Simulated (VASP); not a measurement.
# Si in VASP: single point with PBE+D3(BJ)

Aim: the single point of Si with PBE+D3(BJ).

Everything below comes from runs of VASP 6.6.1. Logs are shortened: lines on timing, memory, paths and dates and some standing lists are left out, and cuts for length are marked.

**1. The cell of the first run**

The cell holds a slab with vacuum, 6 atoms: a = 3.834 Å, b = 3.834 Å, c = 31.345 Å, α = 90.00°, β = 90.00°, γ = 120.00°.

**2. Single point, PBE+D3(BJ)**

INCAR reads:

```
ALGO = Normal ; DIPOL = 0.5 0.5 0.337
EDIFF = 1E-6 ; ENCUT = 520
GGA = PE ; IDIPOL = 3
ISIF = 2 ; ISMEAR = 0
IVDW = 12 ; LASPH = True
LCHARG = True ; LDIPOL = True
LELF = True ; LREAL = False
LVACPOTAV = True ; LVHAR = True
LWAVE = False ; NBANDS = 21
NELM = 80 ; PREC = Accurate
SIGMA = 0.1
```

KPOINTS reads:

```
k-points
0
Gamma
  9 9 1
```

POSCAR reads:

```
Si
1.0
    3.8335938617      0.0000000000      0.0000000000
   -1.9167969308      3.3199896720      0.0000000000
    0.0000000000      0.0000000000     31.3450377818
Si
6
Direct
    0.3497881938      0.6502118062      0.2274384380
    0.0166072099     -0.0166072099      0.2480208268
    0.0191561452     -0.0191561452      0.3242295475
    0.6858159191      0.3141840809      0.3485319050
    0.6991447220      0.3008552780      0.4237332797
    0.3669051230      0.6330948770      0.4499563412
```

Potentials or basis: VASP PAW PBE potentials, release 64 (Si).

The run is started by

```sh
> cat potpaw_PBE.64/Si/POTCAR > POTCAR
> mpirun -np 1 vasp_std > vasp.out
```

OUTCAR:

```text
EDIFF = 1E-6
   ENCUT = 520
   GGA = PE
   ISIF = 2
   ISMEAR = 0
   IVDW = 12
   LASPH = True
   LREAL = False
   NELM = 80
   PREC = Accurate
 IVDW          = 12

 ion  position               nearest neighbor table
   1  0.350  0.650  0.227-   2 2.30   2 2.31   2 2.31
   2  0.017  0.983  0.248-   1 2.30   1 2.31   1 2.31   3 2.39
   3  0.019  0.981  0.324-   4 2.34   4 2.34   4 2.34   2 2.39
   4  0.686  0.314  0.349-   3 2.34   3 2.34   3 2.34   5 2.36
   5  0.699  0.301  0.424-   6 2.35   4 2.36   6 2.36   6 2.36
   6  0.367  0.633  0.450-   5 2.35   5 2.36   5 2.36

  LATTYP: Found a hexagonal cell.
 ALAT       =     3.8335938617
 C/A-ratio  =     8.1764106769

  Lattice vectors:

 A1 = (   3.8335938617,   0.0000000000,   0.0000000000)
 A2 = (  -1.9167969308,   3.3199896720,   0.0000000000)
 A3 = (   0.0000000000,   0.0000000000,  31.3450377818)

Analysis of symmetry for initial positions (statically):
=====================================================================
 Subroutine PRICEL returns:
 Original cell was already a primitive cell.

 Routine SETGRP: Setting up the symmetry group for a
 hexagonal supercell.

 Subroutine GETGRP returns: Found  2 space group operations
 (whereof  2 operations were pure point group operations)
 out of a pool of 24 trial point group operations.

The static configuration has the point symmetry C_1h.

Analysis of symmetry for dynamics (positions and initial velocities):
=====================================================================
 Subroutine PRICEL returns:
 Original cell was already a primitive cell.

 Routine SETGRP: Setting up the symmetry group for a
 hexagonal supercell.

 Subroutine GETGRP returns: Found  2 space group operations
 (whereof  2 operations were pure point group operations)
 out of a pool of 24 trial point group operations.

The dynamic configuration has the point symmetry C_1h.

 Subroutine INISYM returns: Found  2 space group operations
 (whereof  2 operations are pure point group operations),
 and found     1 'primitive' translations

----------------------------------------------------------------------------------------

                                     Primitive cell

  volume of cell :     398.9437

  direct lattice vectors                    reciprocal lattice vectors
     3.833593862  0.000000000  0.000000000     0.260851837  0.150602878  0.000000000
    -1.916796931  3.319989672  0.000000000     0.000000000  0.301205756  0.000000000
     0.000000000  0.000000000 31.345037782     0.000000000  0.000000000  0.031902976

  length of vectors
     3.833593862  3.833593862 31.345037782     0.301205756  0.301205756  0.031902976

  position of ions in fractional coordinates (direct lattice)
     0.349788194  0.650211806  0.227438438
     0.016607210  0.983392790  0.248020827
     0.019156145  0.980843855  0.324229548
     0.685815919  0.314184081  0.348531905
     0.699144722  0.300855278  0.423733280
     0.366905123  0.633094877  0.449956341

  ion indices of the primitive-cell ions
   primitive index   ion index
                 1           1
                 2           2
                 3           3
                 4           4
                 5           5
                 6           6

----------------------------------------------------------------------------------------

 KPOINTS: k-points

Automatic generation of k-mesh.
 Grid dimensions read from file:
 generate k-points for:    9    9    1

 Generating k-lattice:

  Cartesian coordinates                     Fractional coordinates (reciprocal lattice)
     0.028983537  0.016733653  0.000000000     0.111111111 -0.000000000  0.000000000
     0.000000000  0.033467306  0.000000000     0.000000000  0.111111111  0.000000000
     0.000000000  0.000000000  0.031902976     0.000000000  0.000000000  1.000000000

  Length of vectors
     0.033467306  0.033467306  0.031902976

  Shift w.r.t. Gamma in fractional coordinates (k-lattice)
     0.000000000  0.000000000  0.000000000

 Subroutine IBZKPT returns following result:
 ===========================================

 Found     25 irreducible k-points:

 Following reciprocal coordinates:
            Coordinates               Weight
  0.000000  0.000000  0.000000      1.000000
  0.111111 -0.000000  0.000000      4.000000
 -0.111111  0.111111  0.000000      2.000000
  0.222222 -0.000000  0.000000      4.000000
 -0.222222  0.222222  0.000000      2.000000
  0.333333  0.000000  0.000000      4.000000
[... 16 lines left out ...]
 -0.222222 -0.444444  0.000000      4.000000
  0.444444  0.333333  0.000000      4.000000
   k-points           NKPTS =     25   k-points in BZ     NKDIM =     25   number of bands    NBANDS=     21
   number of dos      NEDOS =    301   number of ions     NIONS =      6
   total plane-waves  NPLWV = 216000
   dimension x,y,z NGX =    30 NGY =   30 NGZ =  240
   dimension x,y,z NGXF=    60 NGYF=   60 NGZF=  480
   ions per type =               6
   NGX,Y,Z   is equivalent  to a cutoff of  13.01, 13.01, 12.73 a.u.
   NGXF,Y,Z  is equivalent  to a cutoff of  26.02, 26.02, 25.46 a.u.
 SYSTEM =  unknown system
   PREC   = accura    normal or accurate (medium, high low for compatibility)
   ISTART =      0    job   : 0-new  1-cont  2-samecut
   ICHARG =      2    charge: 1-file 2-atom 10-const
   ISPIN  =      1    spin polarized calculation?
   LNONCOLLINEAR =      F non collinear calculations
   LSORBIT =      F    spin-orbit coupling
   LASPH  =      T    aspherical Exc in radial PAW
   ENCUT  =  520.0 eV  38.22 Ry    6.18 a.u.   7.13  7.13 58.28*2*pi/ulx,y,z
   NELM   =     80;   NELMIN=  2; NELMDL= -5     # of ELM steps
   EDIFF  = 0.1E-05   stopping-criterion for ELM
   LREAL  =      F    real-space projection
   EDIFFG = 0.1E-04   stopping-criterion for IOM
   NSW    =      0    number of steps for IOM
   IBRION =     -1    ionic relax: 0-MD 1-quasi-New 2-CG
   NFREE  =      0    steps in history (QN), initial steepest desc. (CG)
   ISIF   =      2    stress and relaxation
   ISYM   =      2    0-nonsym 1-usesym 2-fastsym
   POTIM  = 0.5000    time-step for ionic-motion
   TEBEG  =    0.0;   TEEND  =   0.0 temperature during run
   PSTRESS=    0.0 pullay stress
   NELECT =      24.0000    total number of electrons
   NUPDOWN=      -1.0000    fix difference up-down
   EMIN   =  10.00;   EMAX   =-10.00  energy-range for DOS
   EFERMI =   0.00;   METHOD = LEGACY
   ISMEAR =     0;   SIGMA  =   0.10  broadening in eV -4-tet -1-fermi 0-gaus
   EFERMI_NEDOS =   21; number of points for ismear=-14 and -15
   IALGO  =     38    algorithm
   IMIX   =      4    mixing-type and parameters
     AMIX     =   0.40;   BMIX     =  1.00
     AMIX_MAG =   1.60;   BMIX_MAG =  1.00
  volume/ion in A,a.u.               =      66.49       448.70
  Fermi-wavevector in a.u.,A,eV,Ry     =   0.641468  1.212198  5.598534  0.411481
  Thomas-Fermi vector in A             =   1.707817
   LORBIT       =      0    0 simple, 1 ext, 2 COOP (PROOUT), +10 PAW based schemes
   GGA     = PE    functional components
   LHFCALC =     F    Hartree Fock is set to
   AEXX    =    0.0000 exact exchange contribution
   IVDW    =    12    specifies the selected vdW correction
   LEPSILON=     F    determine dielectric tensor
   LRPA    =     F    only Hartree local field effects (RPA)
 non-spin polarized calculation
 Gauss-broadening in eV      SIGMA  =   0.10
  energy-cutoff  :      520.00
  volume of cell :      398.94
 maximum number of plane-waves:     10833
 NGX is ok and might be reduce to    30
   NGX = 15   NGY = 15   NGZ =117

 dipolmoment           0.000000      0.000000     -0.003802 electrons x Angstroem

 number of electron      24.0000001 magnetization

 dipolmoment           0.000000      0.000000      0.015031 electrons x Angstroem

 Free energy of the ion-electron system (eV)
  ---------------------------------------------------
  ext. energy  EPLUGINS =         0.00000000
  ---------------------------------------------------
  free energy    TOTEN  =       -30.09413514 eV

  energy without entropy =      -30.07146174  energy(sigma->0) =      -30.08279844

 E-fermi :  -1.6414     XC(G=0):  -3.3368

 val. band max:       -1.6702810253   @ k =   0.4444   0.4444   0.0000
 cond. band min:      -1.6321384446   @ k =   0.4444   0.1111   0.0000
 fundamental gap:      0.0381425806
 Fermi energy:        -1.6414310041

 k-point     1 :       0.0000    0.0000    0.0000
  band No.  band energies     occupation
      1     -13.4009      2.00000
      2     -12.5507      2.00000
      3     -11.6027      2.00000
      4      -7.5245      2.00000
      5      -5.2319      2.00000
      6      -2.8048      2.00000
[... 13 lines left out ...]
     20       1.6904      0.00000
     21       2.0911      0.00000

 k-point     2 :       0.1111   -0.0000    0.0000
  band No.  band energies     occupation
      1     -13.2569      2.00000
      2     -12.4077      2.00000
      3     -11.4580      2.00000
      4      -7.4593      2.00000
      5      -5.2103      2.00000
      6      -3.8203      2.00000
[... 13 lines left out ...]
     20       2.2024      0.00000
     21       2.4710      0.00000

 k-point     3 :      -0.1111    0.1111    0.0000
  band No.  band energies     occupation
      1     -13.2566      2.00000
      2     -12.4072      2.00000
      3     -11.4580      2.00000
      4      -7.4608      2.00000
      5      -5.2116      2.00000
      6      -3.8364      2.00000
[... 13 lines left out ...]
     20       2.1911      0.00000
     21       2.4874      0.00000
[... 457 lines left out ...]
 k-point    23 :      -0.2222   -0.4444    0.0000
  band No.  band energies     occupation
      1     -10.9794      2.00000
      2     -10.3394      2.00000
      3      -9.3749      2.00000
      4      -8.8586      2.00000
      5      -8.3361      2.00000
      6      -7.7647      2.00000
[... 13 lines left out ...]
     20       3.4835      0.00000
     21       4.0771      0.00000

 k-point    24 :       0.4444    0.3333    0.0000
  band No.  band energies     occupation
      1     -10.9692      2.00000
      2     -10.3323      2.00000
      3      -9.3923      2.00000
      4      -8.8715      2.00000
      5      -8.3345      2.00000
      6      -7.7675      2.00000
[... 13 lines left out ...]
     20       3.4993      0.00000
     21       4.0050      0.00000

 [... further k-points ...]

------------------------ aborting loop because EDIFF is reached ----------------------------------------

 Edisp (eV)   -1.64277

 E8    (eV) :    -0.7050

  FORCE on cell =-STRESS in cart. coord.  units (eV):
  Direction    XX          YY          ZZ          XY          YZ          ZX
  --------------------------------------------------------------------------------------
  -------------------------------------------------------------------------------------
  Total      -0.30905    -0.40503     0.31657    -0.08312     0.06307    -0.10925
  in kB      -1.24116    -1.62663     1.27138    -0.33383     0.25331    -0.43874
  external pressure =       -0.53 kB  Pullay stress =        0.00 kB

 VOLUME and BASIS-vectors are now :
 -----------------------------------------------------------------------------
  energy-cutoff  :      520.00
  volume of cell :      398.94
      direct lattice vectors                 reciprocal lattice vectors
     3.833593862  0.000000000  0.000000000     0.260851837  0.150602878  0.000000000
    -1.916796931  3.319989672  0.000000000     0.000000000  0.301205756  0.000000000
     0.000000000  0.000000000 31.345037782     0.000000000  0.000000000  0.031902976

 POSITION                                       TOTAL-FORCE (eV/Angst)
 -----------------------------------------------------------------------------------
      0.09462      2.15870      7.12907         0.015214     -0.008784     -0.144307
     -1.82130      3.26485      7.77422        -0.008830      0.005098      0.016401
     -1.80664      3.25639     10.16299         0.001319     -0.000761      0.126642
      2.02691      1.04309     10.92475         0.001666     -0.000962     -0.190072
      2.10356      0.99884     13.28194         0.059034     -0.034083      0.823775
      0.19305      2.10187     14.10390        -0.068402      0.039492     -0.632439
 -----------------------------------------------------------------------------------
    total drift:                               -0.000051      0.000029      0.000093

  FREE ENERGIE OF THE ION-ELECTRON SYSTEM (eV)
  ---------------------------------------------------
  free  energy   TOTEN  =       -31.7369037133 eV

  energy  without entropy=      -31.7142303166  energy(sigma->0) =      -31.72556701

 vacuum level on the upper side and lower side of the slab         3.307         3.093
```

Run time: 4.6 min. Hardware: 1 thread of Intel Xeon Platinum 8481C at 2.70GHz (Sapphire Rapids), shared host; peak memory 0.6 GiB.

Results:

```yaml
Free_energy: -31.7369 eV
Largest_force: 0.827 eV/Å
Band_gap_on_the_k_mesh: zero (band 12 reaches -1.63 eV, above the bottom of band 13 at -1.67 eV)
Dispersion_energy_per_atom: -0.274 eV
```

Forces in eV/Å, atoms in the order of the input:
```
Si   0.015 -0.009 -0.144
Si  -0.009  0.005  0.016
Si   0.001 -0.001  0.127
Si   0.002 -0.001 -0.190
Si   0.059 -0.034  0.824
Si  -0.068  0.039 -0.632
```
